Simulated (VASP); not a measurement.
# BAs (F-43m) in VASP: notebook

BAs is run at these levels: PBE, LDA, r2SCAN; tasks: single point.

All numbers are computed with VASP 6.6.1; they aren't measurements. Logs are shortened: lines on timing, memory, paths and dates and some standing lists are left out, and cuts for length are marked.

### Step 1. The cell of the first run

Symmetry: F-43m, No. 216, cubic system. Conventional cell: a = 4.784 Å, b = 4.784 Å, c = 4.784 Å, α = 90.00°, β = 90.00°, γ = 90.00°. Within 2.7 Å of B (site symmetry -43m) lie 4 As at 2.07 Å. As (site symmetry -43m) has 4 B at 2.07 Å within 2.7 Å.

### Step 2. Single point, PBE

Contents of INCAR:

```
SYSTEM = BAs
PREC = Accurate
ENCUT = 520
EDIFF = 1E-6
ISMEAR = -1
SIGMA = 0.02
LREAL = .False.
LASPH = .True.
NELM = 100
ALGO = Normal
ISIF = 2
LWAVE = .False.
LCHARG = .False.
GGA = PE
NBANDS = 11
```

Contents of KPOINTS:

```
Automatic mesh
0
Gamma
  10 10 10
  0 0 0
```

Contents of POSCAR:

```
BAs
1.0
    0.0000000000      2.3918677353      2.3918677353
    2.3918677353      0.0000000000      2.3918677353
    2.3918677353      2.3918677353      0.0000000000
B As
1 1
Direct
    0.0000000000      0.0000000000      0.0000000000
    0.2500000000      0.2500000000      0.2500000000
```

Potentials or basis: VASP PAW PBE potentials, release 64 (B, As).

On the command line:

```
$ cat potpaw_PBE.64/B/POTCAR potpaw_PBE.64/As/POTCAR > POTCAR
$ mpirun -np 1 vasp_std > vasp.out
```

OUTCAR:

```text
SYSTEM = BAs
   PREC = Accurate
   ENCUT = 520
   EDIFF = 1E-6
   ISMEAR = -1
   LREAL = .False.
   LASPH = .True.
   NELM = 100
   ISIF = 2
   GGA = PE

 ion  position               nearest neighbor table
   1  0.000  0.000  0.000-   2 2.07   2 2.07   2 2.07   2 2.07
   2  0.250  0.250  0.250-   1 2.07   1 2.07   1 2.07   1 2.07

  LATTYP: Found a face centered cubic cell.
 ALAT       =     4.7837354706

  Lattice vectors:

 A1 = (   0.0000000000,   2.3918677353,   2.3918677353)
 A2 = (   2.3918677353,   0.0000000000,   2.3918677353)
 A3 = (   2.3918677353,   2.3918677353,   0.0000000000)

Analysis of symmetry for initial positions (statically):
=====================================================================
 Subroutine PRICEL returns:
 Original cell was already a primitive cell.

 Routine SETGRP: Setting up the symmetry group for a
 face centered cubic supercell.

 Subroutine GETGRP returns: Found 24 space group operations
 (whereof 24 operations were pure point group operations)
 out of a pool of 48 trial point group operations.

The static configuration has the point symmetry T_d .

Analysis of symmetry for dynamics (positions and initial velocities):
=====================================================================
 Subroutine PRICEL returns:
 Original cell was already a primitive cell.

 Routine SETGRP: Setting up the symmetry group for a
 face centered cubic supercell.

 Subroutine GETGRP returns: Found 24 space group operations
 (whereof 24 operations were pure point group operations)
 out of a pool of 48 trial point group operations.

The dynamic configuration has the point symmetry T_d .

 Subroutine INISYM returns: Found 24 space group operations
 (whereof 24 operations are pure point group operations),
 and found     1 'primitive' translations

----------------------------------------------------------------------------------------

                                     Primitive cell

  volume of cell :      27.3679

  direct lattice vectors                    reciprocal lattice vectors
     0.000000000  2.391867735  2.391867735    -0.209041659  0.209041659  0.209041659
     2.391867735  0.000000000  2.391867735     0.209041659 -0.209041659  0.209041659
     2.391867735  2.391867735  0.000000000     0.209041659  0.209041659 -0.209041659

  length of vectors
     3.382611791  3.382611791  3.382611791     0.362070775  0.362070775  0.362070775

  position of ions in fractional coordinates (direct lattice)
     0.000000000  0.000000000  0.000000000
     0.250000000  0.250000000  0.250000000

  ion indices of the primitive-cell ions
   primitive index   ion index
                 1           1
                 2           2

----------------------------------------------------------------------------------------

 KPOINTS: Automatic mesh

Automatic generation of k-mesh.
 Grid dimensions read from file:
 generate k-points for:   10   10   10

 Generating k-lattice:

  Cartesian coordinates                     Fractional coordinates (reciprocal lattice)
    -0.020904166  0.020904166  0.020904166     0.100000000  0.000000000  0.000000000
     0.020904166 -0.020904166  0.020904166     0.000000000  0.100000000  0.000000000
     0.020904166  0.020904166 -0.020904166     0.000000000  0.000000000  0.100000000

  Length of vectors
     0.036207077  0.036207077  0.036207077

  Shift w.r.t. Gamma in fractional coordinates (k-lattice)
     0.000000000  0.000000000  0.000000000

 Subroutine IBZKPT returns following result:
 ===========================================

 Found     47 irreducible k-points:

 Following reciprocal coordinates:
            Coordinates               Weight
  0.000000  0.000000  0.000000      1.000000
  0.100000  0.000000  0.000000      8.000000
  0.200000  0.000000  0.000000      8.000000
  0.300000  0.000000  0.000000      8.000000
  0.400000  0.000000  0.000000      8.000000
  0.500000  0.000000  0.000000      4.000000
[... 16 lines left out ...]
  0.300000  0.300000  0.000000      6.000000
  0.400000  0.300000  0.000000     24.000000
 [... further k-points ...]
   k-points           NKPTS =     47   k-points in BZ     NKDIM =     47   number of bands    NBANDS=     11
   number of dos      NEDOS =    301   number of ions     NIONS =      2
   total plane-waves  NPLWV =  21952
   dimension x,y,z NGX =    28 NGY =   28 NGZ =   28
   dimension x,y,z NGXF=    56 NGYF=   56 NGZF=   56
   ions per type =               1   1
   NGX,Y,Z   is equivalent  to a cutoff of  13.76, 13.76, 13.76 a.u.
   NGXF,Y,Z  is equivalent  to a cutoff of  27.52, 27.52, 27.52 a.u.
 SYSTEM =  BAs
   PREC   = accura    normal or accurate (medium, high low for compatibility)
   ISTART =      0    job   : 0-new  1-cont  2-samecut
   ICHARG =      2    charge: 1-file 2-atom 10-const
   ISPIN  =      1    spin polarized calculation?
   LNONCOLLINEAR =      F non collinear calculations
   LSORBIT =      F    spin-orbit coupling
   LASPH  =      T    aspherical Exc in radial PAW
   ENCUT  =  520.0 eV  38.22 Ry    6.18 a.u.   6.29  6.29  6.29*2*pi/ulx,y,z
   NELM   =    100;   NELMIN=  2; NELMDL= -5     # of ELM steps
   EDIFF  = 0.1E-05   stopping-criterion for ELM
   LREAL  =      F    real-space projection
   EDIFFG = 0.1E-04   stopping-criterion for IOM
   NSW    =      0    number of steps for IOM
   IBRION =     -1    ionic relax: 0-MD 1-quasi-New 2-CG
   NFREE  =      0    steps in history (QN), initial steepest desc. (CG)
   ISIF   =      2    stress and relaxation
   ISYM   =      2    0-nonsym 1-usesym 2-fastsym
   POTIM  = 0.5000    time-step for ionic-motion
   TEBEG  =    0.0;   TEEND  =   0.0 temperature during run
   PSTRESS=    0.0 pullay stress
   NELECT =       8.0000    total number of electrons
   NUPDOWN=      -1.0000    fix difference up-down
   EMIN   =  10.00;   EMAX   =-10.00  energy-range for DOS
   EFERMI =   0.00;   METHOD = LEGACY
   ISMEAR =    -1;   SIGMA  =   0.02  broadening in eV -4-tet -1-fermi 0-gaus
   EFERMI_NEDOS =   21; number of points for ismear=-14 and -15
   IALGO  =     38    algorithm
   IMIX   =      4    mixing-type and parameters
     AMIX     =   0.40;   BMIX     =  1.00
     AMIX_MAG =   1.60;   BMIX_MAG =  1.00
  volume/ion in A,a.u.               =      13.68        92.34
  Fermi-wavevector in a.u.,A,eV,Ry     =   1.086486  2.053162 16.061037  1.180453
  Thomas-Fermi vector in A             =   2.222624
   LORBIT       =      0    0 simple, 1 ext, 2 COOP (PROOUT), +10 PAW based schemes
   GGA     = PE    functional components
[... 5 lines left out ...]
 non-spin polarized calculation
  energy-cutoff  :      520.00
  volume of cell :       27.37
 maximum number of plane-waves:       754
 NGX is ok and might be reduce to    28
   NGX = 13   NGY = 13   NGZ = 13

 number of electron       8.0000000 magnetization

 Free energy of the ion-electron system (eV)
  ---------------------------------------------------
  ext. energy  EPLUGINS =         0.00000000
  ---------------------------------------------------
  free energy    TOTEN  =       -11.40867868 eV

  energy without entropy =      -11.40867868  energy(sigma->0) =      -11.40867868

 E-fermi :   6.5571     XC(G=0): -10.5660

 val. band max:        6.0797613457   @ k =   0.0000   0.0000   0.0000
 cond. band min:       7.2595484092   @ k =   0.4000   0.4000   0.0000
 fundamental gap:      1.1797870635
 Fermi energy:         6.5570766442

 k-point     1 :       0.0000    0.0000    0.0000
  band No.  band energies     occupation
      1      -9.2830      2.00000
      2       6.0798      2.00000
      3       6.0798      2.00000
      4       6.0798      2.00000
      5       9.3509      0.00000
      6       9.3509      0.00000
      7       9.3509      0.00000
      8      10.7128      0.00000
      9      15.6419      0.00000
     10      19.0131      0.00000
     11      19.0131      0.00000

 k-point     2 :       0.1000    0.0000    0.0000
  band No.  band energies     occupation
      1      -9.1194      2.00000
      2       4.6869      2.00000
      3       5.7796      2.00000
      4       5.7796      2.00000
      5       9.4893      0.00000
      6       9.7464      0.00000
      7       9.7464      0.00000
      8      11.5944      0.00000
      9      16.2841      0.00000
     10      17.9509      0.00000
     11      17.9509      0.00000

 k-point     3 :       0.2000    0.0000    0.0000
  band No.  band energies     occupation
      1      -8.6370      2.00000
      2       2.3284      2.00000
      3       5.2073      2.00000
      4       5.2073      2.00000
      5       9.2676      0.00000
      6      10.4612      0.00000
      7      10.4612      0.00000
      8      13.2270      0.00000
      9      17.2335      0.00000
     10      17.2335      0.00000
     11      17.2820      0.00000

 k-point     4 :       0.3000    0.0000    0.0000
  band No.  band energies     occupation
      1      -7.8725      2.00000
      2       0.0447      2.00000
      3       4.7009      2.00000
      4       4.7009      2.00000
      5       8.9933      0.00000
      6      10.8642      0.00000
      7      10.8642      0.00000
      8      14.5032      0.00000
      9      17.4029      0.00000
     10      17.6769      0.00000
     11      17.6769      0.00000

 k-point     5 :       0.4000    0.0000    0.0000
  band No.  band energies     occupation
      1      -6.9588      2.00000
      2      -1.8227      2.00000
      3       4.3760      2.00000
      4       4.3760      2.00000
      5       8.8097      0.00000
      6      10.8927      0.00000
      7      10.8927      0.00000
      8      14.9283      0.00000
      9      18.1097      0.00000
     10      19.1916      0.00000
     11      19.1916      0.00000
[... 211 lines left out ...]
 k-point    21 :      -0.3000    0.2000    0.0000
  band No.  band energies     occupation
      1      -6.7460      2.00000
      2      -0.9416      2.00000
      3       1.4784      2.00000
      4       4.1331      2.00000
      5       9.5963      0.00000
      6      12.0036      0.00000
      7      12.2696      0.00000
      8      14.1781      0.00000
      9      16.7572      0.00000
     10      18.1586      0.00000
     11      21.3509      0.00000

 k-point    22 :      -0.2000    0.2000    0.0000
  band No.  band energies     occupation
      1      -7.6101      2.00000
      2       0.6202      2.00000
      3       2.0244      2.00000
      4       4.7917      2.00000
      5       9.9972      0.00000
      6      11.1863      0.00000
      7      12.0726      0.00000
      8      13.0647      0.00000
      9      15.9581      0.00000
     10      18.6783      0.00000
     11      20.2170      0.00000

 k-point    23 :       0.3000    0.3000    0.0000
  band No.  band energies     occupation
      1      -7.3748      2.00000
      2       0.8730      2.00000
      3       2.9046      2.00000
      4       2.9046      2.00000
      5       7.4784      0.00000
      6       9.7349      0.00000
      7      14.5063      0.00000
      8      14.5063      0.00000
      9      17.0405      0.00000
     10      21.0960      0.00000
     11      21.1544      0.00000

 k-point    24 :       0.4000    0.3000    0.0000
  band No.  band energies     occupation
      1      -6.6504      2.00000
      2      -0.3666      2.00000
      3       2.1209      2.00000
      4       2.6088      2.00000
      5       7.7781      0.00000
      6       9.4741      0.00000
      7      14.8853      0.00000
      8      15.1205      0.00000
      9      18.0961      0.00000
     10      21.8426      0.00000
     11      21.9237      0.00000

 [... further k-points ...]
[... 5 lines left out ...]
  --------------------------------------------------------------------------------------
  -------------------------------------------------------------------------------------
  Total        0.4804397      0.4804397      0.4804397      0.0000000     -0.0000000     -0.0000000
  in kB       28.1259992     28.1259992     28.1259992      0.0000000     -0.0000000     -0.0000000
  external PRESSURE =      28.1259992 kB  Pullay stress =       0.0000000 kB

 VOLUME and BASIS-vectors are now :
 -----------------------------------------------------------------------------
  energy-cutoff  :      520.00
  volume of cell :       27.37
      direct lattice vectors                 reciprocal lattice vectors
     0.000000000  2.391867735  2.391867735    -0.209041659  0.209041659  0.209041659
     2.391867735  0.000000000  2.391867735     0.209041659 -0.209041659  0.209041659
     2.391867735  2.391867735  0.000000000     0.209041659  0.209041659 -0.209041659

 POSITION                                       TOTAL-FORCE (eV/Angst)
 -----------------------------------------------------------------------------------
      0.00000      0.00000      0.00000        -0.000000     -0.000000     -0.000000
      1.19593      1.19593      1.19593         0.000000      0.000000      0.000000
 -----------------------------------------------------------------------------------
    total drift:                               -0.000000     -0.000000     -0.000000

  FREE ENERGIE OF THE ION-ELECTRON SYSTEM (eV)
  ---------------------------------------------------
  free  energy   TOTEN  =       -11.4086786811 eV

  energy  without entropy=      -11.4086786811  energy(sigma->0) =      -11.40867868
```

It took 26 s on 1 thread of Intel Xeon Platinum 8259CL at 2.50GHz (Skylake/Cascade Lake), shared host; peak memory 0.16 GiB.

Results:

| Property | Result |
| --- | --- |
| Free energy | -11.4087 eV |
| Pressure | 2.8 GPa |
| Band gap on the k mesh | 1.18 eV, indirect (least direct gap 3.27 eV) |

A k mesh can miss the band edges. As with any semilocal functional, this PBE gap is likely too small.

(Continued in part 2 of 2.)
